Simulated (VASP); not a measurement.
# Ge6MoW2 (I4/mmm) in VASP: single point with PBE

Aim: the single point of Ge6MoW2 with PBE.

Program: VASP 6.6.1. These are calculated values, not measurements. Logs are shortened: lines on timing, memory, paths and dates and some standing lists are left out, and cuts for length are marked.

## 1. The cell of the first run

It takes space group I4/mmm (No. 139, tetragonal). Conventional cell: a = 3.341 Å, b = 3.341 Å, c = 24.864 Å, α = 90.00°, β = 90.00°, γ = 90.00°. Ge (site symmetry 4mm) has 9 Ge at 2.70 to 3.34 Å and 5 W at 2.72 to 2.80 Å within 3.6 Å. Within 3.5 Å of Ge (site symmetry 4mm) lie 9 Ge at 2.68 to 3.34 Å and 4 Mo at 2.71 Å and 1 W at 2.81 Å. Within 3.6 Å of Ge (site symmetry 4mm) lie 9 Ge at 2.70 to 3.34 Å and 4 W at 2.72 Å and 1 Mo at 2.79 Å. Mo (site symmetry 4/mmm) has 10 Ge at 2.71 to 2.79 Å and 4 Mo at 3.34 Å within 3.6 Å. Within 3.6 Å of W (site symmetry 4mm) lie 10 Ge at 2.72 to 2.81 Å and 4 W at 3.34 Å.

## 2. Single point, PBE

Contents of INCAR:

```
SYSTEM = Ge6MoW2
PREC = Accurate
ENCUT = 520
EDIFF = 1E-6
ISMEAR = 0
SIGMA = 0.2
LREAL = .False.
LASPH = .True.
NELM = 60
ALGO = Normal
ISIF = 2
LWAVE = .False.
LCHARG = .False.
GGA = PE
NBANDS = 73
```

Contents of KPOINTS:

```
regular mesh
0
Gamma
  6 6 6
  0 0 0
```

Contents of POSCAR:

```
Ge6MoW2
1.0
    0.0000000000     -3.3410618013      0.0000000000
    3.3410618013      0.0000000000      0.0000000000
   -1.6705309006      1.6705309006     12.4319692960
Ge Mo W
6 1 2
Direct
    0.7792296040      0.7792296040      0.5584592080
    0.4461984937      0.4461984937      0.8923969874
    0.1123543808      0.1123543808      0.2247087616
    0.8876456192      0.8876456192      0.7752912384
    0.5538015063      0.5538015063      0.1076030126
    0.2207703960      0.2207703960      0.4415407920
    0.0000000000      0.0000000000      0.0000000000
    0.6667671080      0.6667671080      0.3335342161
    0.3332328920      0.3332328920      0.6664657839
```

Potentials or basis: VASP PAW PBE potentials, release 64 (Ge_d, Mo_sv, W_sv).

Run with:

```console
cat potpaw_PBE.64/Ge_d/POTCAR potpaw_PBE.64/Mo_sv/POTCAR potpaw_PBE.64/W_sv/POTCAR > POTCAR
mpirun -np 1 vasp_std > vasp.out
```

OUTCAR:

```text
SYSTEM = Ge6MoW2
   PREC = Accurate
   ENCUT = 520
   EDIFF = 1E-6
   ISMEAR = 0
   LREAL = .False.
   LASPH = .True.
   NELM = 60
   ISIF = 2
   GGA = PE

 ion  position               nearest neighbor table
   1  0.779  0.779  0.558-   4 2.70   9 2.72   9 2.72   9 2.72   9 2.72   6 2.77   6 2.77   6 2.77
                             6 2.77   8 2.80
   2  0.446  0.446  0.892-   5 2.68   7 2.71   7 2.71   7 2.71   7 2.71   4 2.78   4 2.78   4 2.78
                             4 2.78   9 2.81
   3  0.112  0.112  0.225-   6 2.70   8 2.72   8 2.72   8 2.72   8 2.72   5 2.78   5 2.78   5 2.78
                             5 2.78   7 2.79
   4  0.888  0.888  0.775-   1 2.70   9 2.72   9 2.72   9 2.72   9 2.72   2 2.78   2 2.78   2 2.78
                             2 2.78   7 2.79
   5  0.554  0.554  0.108-   2 2.68   7 2.71   7 2.71   7 2.71   7 2.71   3 2.78   3 2.78   3 2.78
                             3 2.78   8 2.81
   6  0.221  0.221  0.442-   3 2.70   8 2.72   8 2.72   8 2.72   8 2.72   1 2.77   1 2.77   1 2.77
                             1 2.77   9 2.80
   7  0.000  0.000  0.000-   2 2.71   5 2.71   5 2.71   5 2.71   2 2.71   2 2.71   5 2.71   2 2.71
                             3 2.79   4 2.79
   8  0.667  0.667  0.334-   6 2.72   6 2.72   6 2.72   6 2.72   3 2.72   3 2.72   3 2.72   3 2.72
                             1 2.80   5 2.81
   9  0.333  0.333  0.666-   1 2.72   1 2.72   1 2.72   1 2.72   4 2.72   4 2.72   4 2.72   4 2.72
                             6 2.80   2 2.81

  LATTYP: Found a body centered tetragonal cell.
 ALAT       =     3.3410618013
 C/A-ratio  =     7.4419271689

  Lattice vectors:

 A1 = (  -1.6705309007,  -1.6705309006, -12.4319692960)
 A2 = (   1.6705309006,   1.6705309007, -12.4319692960)
 A3 = (   1.6705309007,  -1.6705309007,  12.4319692960)

Analysis of symmetry for initial positions (statically):
=====================================================================
 Subroutine PRICEL returns:
 Original cell was already a primitive cell.

 Routine SETGRP: Setting up the symmetry group for a
 body centered tetragonal supercell.

 Subroutine GETGRP returns: Found 16 space group operations
 (whereof 16 operations were pure point group operations)
 out of a pool of 16 trial point group operations.

The static configuration has the point symmetry D_4h.

Analysis of symmetry for dynamics (positions and initial velocities):
=====================================================================
 Subroutine PRICEL returns:
 Original cell was already a primitive cell.

 Routine SETGRP: Setting up the symmetry group for a
 body centered tetragonal supercell.

 Subroutine GETGRP returns: Found 16 space group operations
 (whereof 16 operations were pure point group operations)
 out of a pool of 16 trial point group operations.
[... 128 lines left out ...]
   EMIN   =  10.00;   EMAX   =-10.00  energy-range for DOS
   EFERMI =   0.00;   METHOD = LEGACY
   ISMEAR =     0;   SIGMA  =   0.20  broadening in eV -4-tet -1-fermi 0-gaus
   EFERMI_NEDOS =   21; number of points for ismear=-14 and -15
   IALGO  =     38    algorithm
   IMIX   =      4    mixing-type and parameters
     AMIX     =   0.40;   BMIX     =  1.00
     AMIX_MAG =   1.60;   BMIX_MAG =  1.00
  volume/ion in A,a.u.               =      15.42       104.05
  Fermi-wavevector in a.u.,A,eV,Ry     =   1.585241  2.995672 34.191302  2.512990
  Thomas-Fermi vector in A             =   2.684736
   LORBIT       =      0    0 simple, 1 ext, 2 COOP (PROOUT), +10 PAW based schemes
   GGA     = PE    functional components
   LHFCALC =     F    Hartree Fock is set to
   AEXX    =    0.0000 exact exchange contribution
   IVDW    =     0    specifies the selected vdW correction
   LEPSILON=     F    determine dielectric tensor
   LRPA    =     F    only Hartree local field effects (RPA)
 non-spin polarized calculation
 Gauss-broadening in eV      SIGMA  =   0.20
  energy-cutoff  :      520.00
  volume of cell :      138.77
 maximum number of plane-waves:      3762
 NGX is ok and might be reduce to    28
   NGX = 13   NGY = 13   NGZ = 47

 number of electron     126.0000004 magnetization

 Free energy of the ion-electron system (eV)
  ---------------------------------------------------
  ext. energy  EPLUGINS =         0.00000000
  ---------------------------------------------------
  free energy    TOTEN  =       -63.93051613 eV

  energy without entropy =      -63.87372558  energy(sigma->0) =      -63.90212085

 E-fermi :  10.0434     XC(G=0): -12.8055

 val. band max:       10.0376585009   @ k =  -0.3333   0.3333   0.0000
 cond. band min:      10.0436760942   @ k =   0.3333   0.0000   0.3333
 fundamental gap:      0.0060175933
 Fermi energy:        10.0434445698

 k-point     1 :       0.0000    0.0000    0.0000
  band No.  band energies     occupation
      1     -64.0554      2.00000
      2     -64.0554      2.00000
      3     -50.8684      2.00000
      4     -28.2699      2.00000
      5     -28.2665      2.00000
      6     -28.2511      2.00000
[... 1813 lines left out ...]
     72      13.3739      0.00000
     73      13.5822      0.00000

 [... further k-points ...]

------------------------ aborting loop because EDIFF is reached ----------------------------------------

  FORCE on cell =-STRESS in cart. coord.  units (eV):
  Direction    XX          YY          ZZ          XY          YZ          ZX
  --------------------------------------------------------------------------------------
  -------------------------------------------------------------------------------------
  Total        0.1709077      0.1709077      0.4052292      0.0000000     -0.0000000      0.0000000
  in kB        1.9731639      1.9731639      4.6784538      0.0000000     -0.0000000      0.0000000
  external PRESSURE =       2.8749272 kB  Pullay stress =       0.0000000 kB

 VOLUME and BASIS-vectors are now :
 -----------------------------------------------------------------------------
  energy-cutoff  :      520.00
  volume of cell :      138.77
      direct lattice vectors                 reciprocal lattice vectors
     0.000000000 -3.341061801  0.000000000     0.000000000 -0.299306047  0.040218890
     3.341061801  0.000000000  0.000000000     0.299306047  0.000000000  0.040218890
    -1.670530901  1.670530901 12.431969296     0.000000000  0.000000000  0.080437779

 POSITION                                       TOTAL-FORCE (eV/Angst)
 -----------------------------------------------------------------------------------
      1.67053     -1.67053      6.94275         0.000000     -0.000000      0.008825
      0.00000     -0.00000     11.09425        -0.000000      0.000000     -0.014023
      0.00000     -0.00000      2.79357        -0.000000      0.000000     -0.005015
      1.67053     -1.67053      9.63840         0.000000     -0.000000      0.005015
      1.67053     -1.67053      1.33772         0.000000     -0.000000      0.014023
      0.00000     -0.00000      5.48922        -0.000000      0.000000     -0.008825
      0.00000      0.00000      0.00000         0.000000      0.000000      0.000000
      1.67053     -1.67053      4.14649         0.000000     -0.000000      0.008312
      0.00000     -0.00000      8.28548        -0.000000      0.000000     -0.008312
 -----------------------------------------------------------------------------------
    total drift:                               -0.000000     -0.000000      0.000000

  FREE ENERGIE OF THE ION-ELECTRON SYSTEM (eV)
  ---------------------------------------------------
  free  energy   TOTEN  =       -63.9305161319 eV

  energy  without entropy=      -63.8737255751  energy(sigma->0) =      -63.90212085
```

OSZICAR:

```text
N       E                     dE             d eps       ncg     rms          rms(c)
DAV:   1     0.196887840536E+04    0.19689E+04   -0.54782E+04  5638   0.468E+03
DAV:   2     0.328930723444E+03   -0.16399E+04   -0.15898E+04  4556   0.129E+03
DAV:   3    -0.255802119680E+02   -0.35451E+03   -0.34135E+03  4436   0.326E+02
DAV:   4    -0.648984891739E+02   -0.39318E+02   -0.37554E+02  5423   0.103E+02
DAV:   5    -0.664453393129E+02   -0.15469E+01   -0.15243E+01  5328   0.221E+01    0.305E+01
DAV:   6    -0.643277179963E+02    0.21176E+01   -0.13761E+01  6576   0.169E+01    0.856E+00
DAV:   7    -0.640457111626E+02    0.28201E+00   -0.25221E+00  5456   0.108E+01    0.570E+00
DAV:   8    -0.639698612814E+02    0.75850E-01   -0.70844E-01  5624   0.874E+00    0.152E+00
DAV:   9    -0.639322883250E+02    0.37573E-01   -0.27460E-01  6174   0.381E+00    0.477E-01
DAV:  10    -0.639306062073E+02    0.16821E-02   -0.37195E-02  5359   0.156E+00    0.325E-01
DAV:  11    -0.639303898701E+02    0.21634E-03   -0.48428E-03  5391   0.965E-01    0.144E-01
DAV:  12    -0.639305019075E+02   -0.11204E-03   -0.11751E-03  5840   0.546E-01    0.429E-02
DAV:  13    -0.639305015424E+02    0.36515E-06   -0.48729E-04  5487   0.381E-01    0.280E-02
DAV:  14    -0.639305101226E+02   -0.85802E-05   -0.12198E-04  5111   0.188E-01    0.144E-02
DAV:  15    -0.639305143902E+02   -0.42676E-05   -0.46446E-05  5791   0.910E-02    0.573E-03
DAV:  16    -0.639305160790E+02   -0.16889E-05   -0.19606E-05  4342   0.328E-02    0.215E-03
DAV:  17    -0.639305161319E+02   -0.52820E-07   -0.87993E-07  2962   0.389E-02
   1 F= -.63930516E+02 E0= -.63902121E+02  d E =-.567906E-01
```

It took 11 min on 1 thread of Intel Xeon 8259CL, shared host; peak memory 0.42 GiB.

Results:

```
Free energy            : -63.9305 eV
Pressure               : 0.3 GPa
Largest force          : 0.014 eV/Å
Band gap on the k mesh : zero (bands 63 and 64 overlap by 1.05 eV)
```

Forces on the atoms (eV/Å):
```
Ge   0.000  0.000  0.009
Ge   0.000  0.000 -0.014
Ge   0.000  0.000 -0.005
Ge   0.000  0.000  0.005
Ge   0.000  0.000  0.014
Ge   0.000  0.000 -0.009
Mo   0.000  0.000  0.000
W    0.000  0.000  0.008
W    0.000  0.000 -0.008
```

Stress tensor (GPa, compression positive):
```
0.20 0.00 0.00
0.00 0.20 0.00
0.00 0.00 0.47
```

Levels at points of the mesh, in eV from the Fermi level:
| k point | band 60 | band 61 | band 62 | band 63 | band 64 | band 65 | band 66 | band 67 |
| --- | --- | --- | --- | --- | --- | --- | --- | --- |
| (0.00, 0.00, 0.00) | -1.50 | 0.35 | 0.68 | 0.70 | 0.72 | 0.74 | 0.74 | 0.83 |
| (0.50, 0.00, 0.00) | -2.22 | -0.27 | -0.11 | -0.01 | 1.66 | 2.15 | 2.17 | 2.33 |
| (0.50, 0.50, 0.00) | -2.40 | -1.80 | -1.61 | -1.35 | 0.13 | 0.17 | 1.76 | 2.24 |
| (0.00, 0.00, 0.50) | -0.54 | -0.48 | -0.48 | 0.35 | 0.70 | 0.72 | 0.91 | 0.95 |

Caveat: spin-orbit coupling is left out, which moves the levels of the heavy elements.
